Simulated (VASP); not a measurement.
# Mn3Cu (Fm-3m) in VASP: further runs

Runs on Mn3Cu. Level: PBEsol. Tasks: single point.

All numbers are computed with VASP 6.6.1; they aren't measurements. Logs are shortened: lines on timing, memory, paths and dates and some standing lists are left out, and cuts for length are marked.

## 1. The cell of the first run

Symmetry: Fm-3m, No. 225, cubic system. Conventional cell: a = 5.678 Å, b = 5.678 Å, c = 5.678 Å, α = 90.00°, β = 90.00°, γ = 90.00°. Mn (site symmetry -43m) has 10 Mn at 2.46 to 2.84 Å and 4 Cu at 2.46 Å within 3.2 Å. Within 3.2 Å of Mn (site symmetry m-3m) lie 8 Mn at 2.46 Å and 6 Cu at 2.84 Å. Within 3.2 Å of Cu (site symmetry m-3m) lie 14 Mn at 2.46 to 2.84 Å.

## 2. Single point, PBEsol, collinear spin, ferromagnetic start

INCAR reads:

```
SYSTEM = Mn3Cu
  PREC = Accurate
  ENCUT = 520
  EDIFF = 1E-6
  ISMEAR = 0
  SIGMA = 0.1
  LREAL = .FALSE.
  LASPH = .TRUE.
  NELM = 150
  ALGO = Fast
  ISIF = 2
  LWAVE = .FALSE.
  LCHARG = .FALSE.
  ISPIN = 2
  MAGMOM = 3.29 3.29 2.74 0.37
  LORBIT = 11
  NUPDOWN = 9.38
  LMAXMIX = 4
  GGA = PS
  NBANDS = 37
```

KPOINTS reads:

```
Automatic mesh
0
G
  12 12 12
  0 0 0
```

POSCAR reads:

```
Mn3Cu
1.0
    0.0000000000      2.8388306464      2.8388306464
    2.8388306464      0.0000000000      2.8388306464
    2.8388306464      2.8388306464      0.0000000000
Mn Cu
3 1
Direct
    0.2500000000      0.2500000000      0.2500000000
    0.7500000000      0.7500000000      0.7500000000
    0.5000000000      0.5000000000      0.5000000000
    0.0000000000      0.0000000000      0.0000000000
```

Potentials or basis: VASP PAW PBE potentials, release 64 (Mn_pv, Cu).

Launch:

```console
$ cat potpaw_PBE.64/Mn_pv/POTCAR potpaw_PBE.64/Cu/POTCAR > POTCAR
$ mpirun -np 1 vasp_std > vasp.out
```

OUTCAR:

```text
SYSTEM = Mn3Cu
   PREC = Accurate
   ENCUT = 520
   EDIFF = 1E-6
   ISMEAR = 0
   LREAL = .FALSE.
   LASPH = .TRUE.
   NELM = 150
   ISIF = 2
   ISPIN = 2
   LORBIT = 11
   NUPDOWN = 9.38
   GGA = PS

 ion  position               nearest neighbor table
   1  0.250  0.250  0.250-   4 2.46   4 2.46   4 2.46   3 2.46   4 2.46   3 2.46   3 2.46   3 2.46
                             2 2.84   2 2.84   2 2.84   2 2.84   2 2.84   2 2.84
   2  0.750  0.750  0.750-   3 2.46   3 2.46   3 2.46   3 2.46   4 2.46   4 2.46   4 2.46   4 2.46
                             1 2.84   1 2.84   1 2.84   1 2.84   1 2.84   1 2.84
   3  0.500  0.500  0.500-   1 2.46   1 2.46   1 2.46   1 2.46   2 2.46   2 2.46   2 2.46   2 2.46
                             4 2.84   4 2.84   4 2.84   4 2.84   4 2.84   4 2.84
   4  0.000  0.000  0.000-   2 2.46   2 2.46   2 2.46   1 2.46   2 2.46   1 2.46   1 2.46   1 2.46
                             3 2.84   3 2.84   3 2.84   3 2.84   3 2.84   3 2.84

  LATTYP: Found a face centered cubic cell.
 ALAT       =     5.6776612928

  Lattice vectors:

 A1 = (   0.0000000000,   2.8388306464,   2.8388306464)
 A2 = (   2.8388306464,   0.0000000000,   2.8388306464)
 A3 = (   2.8388306464,   2.8388306464,   0.0000000000)

Analysis of symmetry for initial positions (statically):
=====================================================================
 Subroutine PRICEL returns:
 Original cell was already a primitive cell.

 Routine SETGRP: Setting up the symmetry group for a
 face centered cubic supercell.

 Subroutine GETGRP returns: Found 48 space group operations
 (whereof 48 operations were pure point group operations)
 out of a pool of 48 trial point group operations.

The static configuration has the point symmetry O_h .

Analysis of symmetry for dynamics (positions and initial velocities):
=====================================================================
 Subroutine PRICEL returns:
 Original cell was already a primitive cell.

 Routine SETGRP: Setting up the symmetry group for a
 face centered cubic supercell.

 Subroutine GETGRP returns: Found 48 space group operations
 (whereof 48 operations were pure point group operations)
 out of a pool of 48 trial point group operations.

The dynamic configuration has the point symmetry O_h .

Analysis of structural, dynamic, and magnetic symmetry:
=====================================================================
 Subroutine PRICEL returns:
 Original cell was already a primitive cell.

 Routine SETGRP: Setting up the symmetry group for a
 face centered cubic supercell.

 Subroutine GETGRP returns: Found 48 space group operations
 (whereof 48 operations were pure point group operations)
 out of a pool of 48 trial point group operations.

The overall configuration has the point symmetry O_h .

 Subroutine INISYM returns: Found 48 space group operations
 (whereof 48 operations are pure point group operations),
 and found     1 'primitive' translations

----------------------------------------------------------------------------------------

                                     Primitive cell

  volume of cell :      45.7560

  direct lattice vectors                    reciprocal lattice vectors
     0.000000000  2.838830646  2.838830646    -0.176128858  0.176128858  0.176128858
     2.838830646  0.000000000  2.838830646     0.176128858 -0.176128858  0.176128858
     2.838830646  2.838830646  0.000000000     0.176128858  0.176128858 -0.176128858

  length of vectors
     4.014712801  4.014712801  4.014712801     0.305064131  0.305064131  0.305064131

  position of ions in fractional coordinates (direct lattice)
     0.250000000  0.250000000  0.250000000
     0.750000000  0.750000000  0.750000000
     0.500000000  0.500000000  0.500000000
     0.000000000  0.000000000  0.000000000

  ion indices of the primitive-cell ions
   primitive index   ion index
                 1           1
                 2           2
                 3           3
                 4           4

----------------------------------------------------------------------------------------

 KPOINTS: Automatic mesh

Automatic generation of k-mesh.
 Grid dimensions read from file:
 generate k-points for:   12   12   12

 Generating k-lattice:

  Cartesian coordinates                     Fractional coordinates (reciprocal lattice)
    -0.014677405  0.014677405  0.014677405     0.083333333  0.000000000  0.000000000
     0.014677405 -0.014677405  0.014677405     0.000000000  0.083333333  0.000000000
     0.014677405  0.014677405 -0.014677405     0.000000000  0.000000000  0.083333333

  Length of vectors
     0.025422011  0.025422011  0.025422011

  Shift w.r.t. Gamma in fractional coordinates (k-lattice)
     0.000000000  0.000000000  0.000000000

 Subroutine IBZKPT returns following result:
 ===========================================

 Found     72 irreducible k-points:

 Following reciprocal coordinates:
            Coordinates               Weight
  0.000000  0.000000  0.000000      1.000000
  0.083333  0.000000  0.000000      8.000000
  0.166667  0.000000  0.000000      8.000000
  0.250000  0.000000  0.000000      8.000000
  0.333333  0.000000  0.000000      8.000000
  0.416667  0.000000  0.000000      8.000000
[... 16 lines left out ...]
  0.500000  0.166667  0.000000     24.000000
 -0.416667  0.166667  0.000000     24.000000
 [... further k-points ...]
   k-points           NKPTS =     72   k-points in BZ     NKDIM =     72   number of bands    NBANDS=     37
   number of dos      NEDOS =    301   number of ions     NIONS =      4
   total plane-waves  NPLWV =  27000
   dimension x,y,z NGX =    30 NGY =   30 NGZ =   30
   dimension x,y,z NGXF=    60 NGYF=   60 NGZF=   60
   ions per type =               3   1
   NGX,Y,Z   is equivalent  to a cutoff of  12.42, 12.42, 12.42 a.u.
   NGXF,Y,Z  is equivalent  to a cutoff of  24.85, 24.85, 24.85 a.u.
 SYSTEM =  Mn3Cu
   PREC   = accura    normal or accurate (medium, high low for compatibility)
   ISTART =      0    job   : 0-new  1-cont  2-samecut
   ICHARG =      2    charge: 1-file 2-atom 10-const
   ISPIN  =      2    spin polarized calculation?
   LNONCOLLINEAR =      F non collinear calculations
   LSORBIT =      F    spin-orbit coupling
   LASPH  =      T    aspherical Exc in radial PAW
   ENCUT  =  520.0 eV  38.22 Ry    6.18 a.u.   7.46  7.46  7.46*2*pi/ulx,y,z
   NELM   =    150;   NELMIN=  2; NELMDL= -5     # of ELM steps
   EDIFF  = 0.1E-05   stopping-criterion for ELM
   LREAL  =      F    real-space projection
   EDIFFG = 0.1E-04   stopping-criterion for IOM
   NSW    =      0    number of steps for IOM
   IBRION =     -1    ionic relax: 0-MD 1-quasi-New 2-CG
   NFREE  =      0    steps in history (QN), initial steepest desc. (CG)
   ISIF   =      2    stress and relaxation
   ISYM   =      2    0-nonsym 1-usesym 2-fastsym
   POTIM  = 0.5000    time-step for ionic-motion
   TEBEG  =    0.0;   TEEND  =   0.0 temperature during run
   PSTRESS=    0.0 pullay stress
   NELECT =      50.0000    total number of electrons
   NUPDOWN=       9.3800    fix difference up-down
   EMIN   =  10.00;   EMAX   =-10.00  energy-range for DOS
   EFERMI =   0.00;   METHOD = LEGACY
   ISMEAR =     0;   SIGMA  =   0.10  broadening in eV -4-tet -1-fermi 0-gaus
   EFERMI_NEDOS =   21; number of points for ismear=-14 and -15
   IALGO  =     68    algorithm
   IMIX   =      4    mixing-type and parameters
     AMIX     =   0.40;   BMIX     =  1.00
     AMIX_MAG =   1.60;   BMIX_MAG =  1.00
  volume/ion in A,a.u.               =      11.44        77.19
  Fermi-wavevector in a.u.,A,eV,Ry     =   1.686224  3.186502 38.686159  2.843352
  Thomas-Fermi vector in A             =   2.768927
   LORBIT       =     11    0 simple, 1 ext, 2 COOP (PROOUT), +10 PAW based schemes
   GGA     = PS    functional components
   LHFCALC =     F    Hartree Fock is set to
   AEXX    =    0.0000 exact exchange contribution
   IVDW    =     0    specifies the selected vdW correction
   LEPSILON=     F    determine dielectric tensor
   LRPA    =     F    only Hartree local field effects (RPA)
 spin polarized calculation
 RMM-DIIS sequential band-by-band and
 Gauss-broadening in eV      SIGMA  =   0.10
  energy-cutoff  :      520.00
  volume of cell :       45.76
 maximum number of plane-waves:      1254
 NGX is ok and might be reduce to    30
   NGX = 15   NGY = 15   NGZ = 15

 number of electron      50.0000019 magnetization       9.3799925

 Free energy of the ion-electron system (eV)
  ---------------------------------------------------
  ext. energy  EPLUGINS =         0.00000000
  ---------------------------------------------------
  free energy    TOTEN  =       -30.99231822 eV

  energy without entropy =      -30.96141014  energy(sigma->0) =      -30.97686418

 E-fermi :   9.0484     XC(G=0): -13.5605

 val. band max:        9.7845708507   @ k =  -0.3333   0.4167   0.1667
 cond. band min:       9.0561741425   @ k =  -0.4167   0.4167   0.0000
 fundamental gap:     -0.7283967082
 Fermi energy:         9.7872041454

 spin component 1

 k-point     1 :       0.0000    0.0000    0.0000
  band No.  band energies     occupation
      1     -39.5385      1.00000
      2     -39.5385      1.00000
      3     -39.5385      1.00000
      4     -39.4984      1.00000
      5     -39.4984      1.00000
      6     -39.4984      1.00000
[... 29 lines left out ...]
     36      17.5314      0.00000
     37      18.2403      0.00000
[... 918 lines left out ...]
     36      19.4534      0.00000
     37      21.2983      0.00000

 [... further k-points ...]

 spin component 2

 k-point     1 :       0.0000    0.0000    0.0000
  band No.  band energies     occupation
      1     -36.4393      1.00000
      2     -36.4393      1.00000
      3     -36.4393      1.00000
      4     -36.3234      1.00000
      5     -36.3234      1.00000
      6     -36.3234      1.00000
[... 29 lines left out ...]
     36      18.7970      0.00000
     37      18.8431      0.00000
[... 918 lines left out ...]
     36      20.5674      0.00000
     37      22.5791      0.00000

 [... further k-points ...]
[... 5 lines left out ...]
  --------------------------------------------------------------------------------------
  -------------------------------------------------------------------------------------
  Total        5.0953749      5.0953749      5.0953749      0.0000000     -0.0000000      0.0000000
  in kB      178.4178407    178.4178407    178.4178407      0.0000000     -0.0000000      0.0000000
  external PRESSURE =     178.4178407 kB  Pullay stress =       0.0000000 kB

 VOLUME and BASIS-vectors are now :
 -----------------------------------------------------------------------------
  energy-cutoff  :      520.00
  volume of cell :       45.76
      direct lattice vectors                 reciprocal lattice vectors
     0.000000000  2.838830646  2.838830646    -0.176128858  0.176128858  0.176128858
     2.838830646  0.000000000  2.838830646     0.176128858 -0.176128858  0.176128858
     2.838830646  2.838830646  0.000000000     0.176128858  0.176128858 -0.176128858

 POSITION                                       TOTAL-FORCE (eV/Angst)
 -----------------------------------------------------------------------------------
      1.41942      1.41942      1.41942        -0.000000     -0.000000     -0.000000
      4.25825      4.25825      4.25825         0.000000      0.000000      0.000000
      2.83883      2.83883      2.83883         0.000000      0.000000     -0.000000
      0.00000      0.00000      0.00000         0.000000      0.000000     -0.000000
 -----------------------------------------------------------------------------------
    total drift:                                0.000000     -0.000000      0.000000

  FREE ENERGIE OF THE ION-ELECTRON SYSTEM (eV)
  ---------------------------------------------------
  free  energy   TOTEN  =       -30.9923182170 eV

  energy  without entropy=      -30.9614101360  energy(sigma->0) =      -30.97686418

 total charge

# of ion       s       p       d       tot
------------------------------------------
    1        0.382   6.332   5.104  11.818
    2        0.382   6.332   5.104  11.818
    3        0.405   6.299   5.209  11.913
    4        0.550   0.567   9.071  10.188
--------------------------------------------------
tot          1.720  19.529  24.489  45.738

 magnetization (x)

# of ion       s       p       d       tot
------------------------------------------
    1        0.008   0.042   3.034   3.084
    2        0.008   0.042   3.034   3.084
    3       -0.004   0.078   2.490   2.565
    4       -0.024  -0.036   0.353   0.293
--------------------------------------------------
tot         -0.012   0.126   8.911   9.026
```

Run time: 2.5 min. Hardware: 1 thread of Intel Xeon 6975P-C (Granite Rapids), shared host; peak memory 0.3 GiB.

Results:

```
Free energy                                           : -30.9923 eV
Pressure                                              : 17.8 GPa
Net moment                                            : 9.38 μB per cell
Site moments                                          : Mn +3.08, +2.56 (each value once); Cu +0.29 μB
Valence electrons inside the program's atomic spheres : Mn 11.82, 11.91 (each value once); Cu 10.19
```

Caveat: the cell stands under pressure; the PAW data sets were made with another functional, which shifts forces and pressure a little; the total moment is fixed, so each spin has its own Fermi level.

## 3. Single point, PBEsol, collinear spin, ferromagnetic start

INCAR reads:

```
SYSTEM = Mn3Cu
PREC = Accurate ; ENCUT = 520
EDIFF = 1E-6 ; ISMEAR = 0
SIGMA = 0.1 ; LREAL = .False.
LASPH = .True. ; NELM = 150
ALGO = Normal ; ISIF = 2
LWAVE = .False. ; LCHARG = .True.
ISPIN = 2 ; MAGMOM = 3.69 3.69 3.69 0.43
LORBIT = 11 ; NUPDOWN = 11.25
LMAXMIX = 4 ; GGA = PS
LELF = .True. ; LVHAR = .True.
NBANDS = 37
```

KPOINTS reads:

```
Automatic mesh
0
Gamma
  12 12 12
  0 0 0
```

POSCAR is that of step 2.

Potentials or basis: VASP PAW PBE potentials, release 64 (Mn_pv, Cu).

Launch:

```console
$ cat potpaw_PBE.64/Mn_pv/POTCAR potpaw_PBE.64/Cu/POTCAR > POTCAR
$ mpirun -np 1 vasp_std > vasp.out
```

Run time: 2.2 min. Hardware: 1 thread of Intel Xeon 6975P-C (Granite Rapids), shared host; peak memory 0.3 GiB.

The run converged. Its results:

- Free energy: -30.1357 eV
- Pressure: 33.6 GPa
- Net moment: 11.25 μB per cell
- Site moments: Mn +3.47, +3.48 (each value once); Cu +0.34 μB
- Valence electrons inside the program's atomic spheres: Mn 11.83, 11.89 (each value once); Cu 10.21

Caveat: the cell stands under pressure; the PAW data sets were made with another functional, which shifts forces and pressure a little; the total moment is fixed, so each spin has its own Fermi level.
